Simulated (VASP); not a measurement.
# GaN (I-4m2) in VASP: notebook, part 2 of 2

VASP 6.6.1. The steps go on from the part before.

**3. Single point, PBE (biaxial strain in the a-b plane: -3.0 %)**

Input file INCAR:

```
PREC = Accurate
ENCUT = 520
EDIFF = 1E-6
ISMEAR = 0
SIGMA = 0.02
LREAL = F
LASPH = T
NELM = 80
ALGO = Normal
ISIF = 2
LWAVE = F
LCHARG = F
GGA = PE
NBANDS = 26
```

Input file KPOINTS:

```
Automatic mesh
0
Gamma
  8 8 6
```

Input file POSCAR:

```
GaN
1.0
    2.2060113392      2.2060113392      0.0000000000
   -2.2060113392      2.2060113392      0.0000000000
    0.0000000000      0.0000000000      4.6303495738
Ga N
2 2
Direct
    0.0000000000      0.0000000000      0.0000000000
    0.5000000000      0.5000000000      0.5000000000
    0.5000000000      0.0000000000      0.2500000000
    0.0000000000      0.5000000000      0.7500000000
```

Potentials or basis: VASP PAW PBE potentials, release 64 (Ga_d, N).

Command:

```
> cat potpaw_PBE.64/Ga_d/POTCAR potpaw_PBE.64/N/POTCAR > POTCAR
> mpirun -np 1 vasp_std > vasp.out
```

OUTCAR:

```text
PREC = Accurate
   ENCUT = 520
   EDIFF = 1E-6
   ISMEAR = 0
   LREAL = F
   LASPH = T
   NELM = 80
   ISIF = 2
   GGA = PE

 ion  position               nearest neighbor table
   1  0.000  0.000  0.000-   3 1.94   4 1.94   4 1.94   3 1.94
   2  0.500  0.500  0.500-   3 1.94   4 1.94   3 1.94   4 1.94
   3  0.500  0.000  0.250-   1 1.94   2 1.94   2 1.94   1 1.94
   4  0.000  0.500  0.750-   1 1.94   2 1.94   1 1.94   2 1.94

  LATTYP: Found a simple tetragonal cell.
 ALAT       =     3.1197711546
[... 905 lines left out ...]
     25      17.3224      0.00000
     26      17.3224      0.00000

 [... further k-points ...]
[... 5 lines left out ...]
  --------------------------------------------------------------------------------------
  -------------------------------------------------------------------------------------
  Total        2.8734312      2.8734312      1.0433820      0.0000000      0.0000000      0.0000000
  in kB      102.1532350    102.1532350     37.0932327      0.0000000      0.0000000      0.0000000
  external PRESSURE =      80.4665675 kB  Pullay stress =       0.0000000 kB

 VOLUME and BASIS-vectors are now :
 -----------------------------------------------------------------------------
  energy-cutoff  :      520.00
  volume of cell :       45.07
      direct lattice vectors                 reciprocal lattice vectors
     2.206011339  2.206011339  0.000000000     0.226653413  0.226653413  0.000000000
    -2.206011339  2.206011339  0.000000000    -0.226653413  0.226653413  0.000000000
     0.000000000  0.000000000  4.630349574     0.000000000  0.000000000  0.215966416

 POSITION                                       TOTAL-FORCE (eV/Angst)
 -----------------------------------------------------------------------------------
      0.00000      0.00000      0.00000        -0.000000     -0.000000      0.000000
      0.00000      2.20601      2.31517        -0.000000     -0.000000     -0.000000
      1.10301      1.10301      1.15759         0.000000      0.000000      0.000000
     -1.10301      1.10301      3.47276         0.000000      0.000000      0.000000
 -----------------------------------------------------------------------------------
    total drift:                               -0.000000      0.000000     -0.000000

  FREE ENERGIE OF THE ION-ELECTRON SYSTEM (eV)
  ---------------------------------------------------
  free  energy   TOTEN  =       -24.2283209546 eV

  energy  without entropy=      -24.2283209546  energy(sigma->0) =      -24.22832095
```

OSZICAR:

```text
N       E                     dE             d eps       ncg     rms          rms(c)
DAV:   1     0.264282344417E+03    0.26428E+03   -0.18017E+04  3534   0.256E+03
DAV:   2     0.486984983072E+01   -0.25941E+03   -0.24395E+03  3464   0.472E+02
DAV:   3    -0.271697651318E+02   -0.32040E+02   -0.31596E+02  3594   0.138E+02
DAV:   4    -0.282599685107E+02   -0.10902E+01   -0.10853E+01  3842   0.269E+01
DAV:   5    -0.282798379977E+02   -0.19869E-01   -0.19849E-01  3824   0.352E+00    0.110E+01
DAV:   6    -0.241434094809E+02    0.41364E+01   -0.94149E+00  5172   0.494E+01    0.301E+00
DAV:   7    -0.242472203933E+02   -0.10381E+00   -0.14639E+00  3306   0.902E+00    0.274E+00
DAV:   8    -0.242393158903E+02    0.79045E-02   -0.12774E-01  4992   0.486E+00    0.656E-01
DAV:   9    -0.242278594971E+02    0.11456E-01   -0.40314E-02  4924   0.352E+00    0.324E-01
DAV:  10    -0.242283458702E+02   -0.48637E-03   -0.38025E-03  3364   0.406E-01    0.471E-02
DAV:  11    -0.242283208816E+02    0.24989E-04   -0.30086E-04  4716   0.328E-01    0.312E-02
DAV:  12    -0.242283197231E+02    0.11585E-05   -0.36369E-05  3976   0.562E-02    0.791E-03
DAV:  13    -0.242283207920E+02   -0.10689E-05   -0.89236E-06  3832   0.367E-02    0.954E-03
DAV:  14    -0.242283209546E+02   -0.16261E-06   -0.27900E-06  3022   0.144E-02
   1 F= -.24228321E+02 E0= -.24228321E+02  d E =-.528584E-32
```

stdout:

```text
POSCAR found type information on POSCAR GaN
 POSCAR found :  2 types and       4 ions
 scaLAPACK will be used
 LDA part: xc-table for (Slater+PW92), standard interpolation
 POSCAR, INCAR and KPOINTS ok, starting setup
 FFT: planning ... GRIDC
 FFT: planning ... GRID_SOFT
 FFT: planning ... GRID
 WAVECAR not read
 entering main loop
```

Wall time 56 s (1 thread of AMD EPYC 7R43 (Zen 3), shared host); peak memory 0.15 GiB.

Results:

```
Free energy            : -24.2283 eV
Pressure               : 8.0 GPa
Band gap on the k mesh : 1.74 eV
```

Caveat: the cell differs from its parent crystal (biaxial strain in the a-b plane: -3.0 %).

**4. Single point, PBE (biaxial strain in the a-b plane: -3.0 %, then relaxed in part)**

Input file INCAR:

```
  PREC = Accurate
  ENCUT = 520
  EDIFF = 1E-6
  ISMEAR = 0
  SIGMA = 0.02
  LREAL = F
  LASPH = T
  NELM = 100
  ALGO = Normal
  ISIF = 2
  LWAVE = F
  LCHARG = F
  GGA = PE
  NBANDS = 26
```

KPOINTS is that of step 3.

POSCAR: that of step 3 with these lines changed.

```diff
@@ -4,3 +4,3 @@
    -2.2060113392      2.2060113392      0.0000000000
-    0.0000000000      0.0000000000      4.6303495738
+    0.0000000000      0.0000000000      4.6846387370
 Ga N
```

Command:

```
> cat potpaw_PBE.64/Ga_d/POTCAR potpaw_PBE.64/N/POTCAR > POTCAR
> mpirun -np 1 vasp_std > vasp.out
```

Wall time 52 s (1 thread of AMD EPYC 7R43 (Zen 3), shared host); peak memory 0.16 GiB.

The run converged. Its results:

```
Free energy            : -24.2347 eV
Pressure               : 5.6 GPa
Band gap on the k mesh : 1.63 eV
```

Stress tensor (GPa, compression positive):
```
8.43 0.00 0.00
0.00 8.43 0.00
0.00 0.00 0.08
```

Levels at points of the mesh, in eV from the valence-band top:
```tsv
k point	band 16	band 17	band 18	band 19	band 20	band 21
(0.00, 0.00, 0.00)	-0.31	0.00	0.00	1.63	3.54	7.20
(0.50, 0.00, 0.00)	-3.64	-0.88	-0.88	6.49	6.49	7.80
(0.50, 0.50, 0.00)	-2.96	-2.94	-2.94	3.14	3.14	6.27
(0.00, 0.00, 0.50)	-1.38	-1.38	-1.38	4.40	4.40	7.63
(0.50, 0.00, 0.50)	-1.31	-0.84	-0.84	4.46	4.46	8.65
(0.50, 0.50, 0.50)	-3.79	-3.74	-3.74	5.86	5.86	8.16
```

Caveat: the cell differs from its parent crystal (biaxial strain in the a-b plane: -3.0 %, then relaxed in part).

**5. Summary**

```csv
cell,gap on the mesh (eV),pressure (GPa)
"a = 3.072, b = 3.072, c = 4.671 Å, 4 atoms",1.82,12.6
"a = 3.120, b = 3.120, c = 4.630 Å, 4 atoms",1.74,8.0
"a = 3.120, b = 3.120, c = 4.685 Å, 4 atoms",1.63,5.6
```

Alike in all rows: task single point; level PBE; potentials or basis VASP PAW PBE potentials, release 64 (Ga_d, N); no spin polarisation; k mesh 8 × 8 × 6; cutoff (eV) 520; smearing gaussian 0.02 eV.

Total energies depend on the potentials used, so only differences within one code and one set of settings carry meaning.
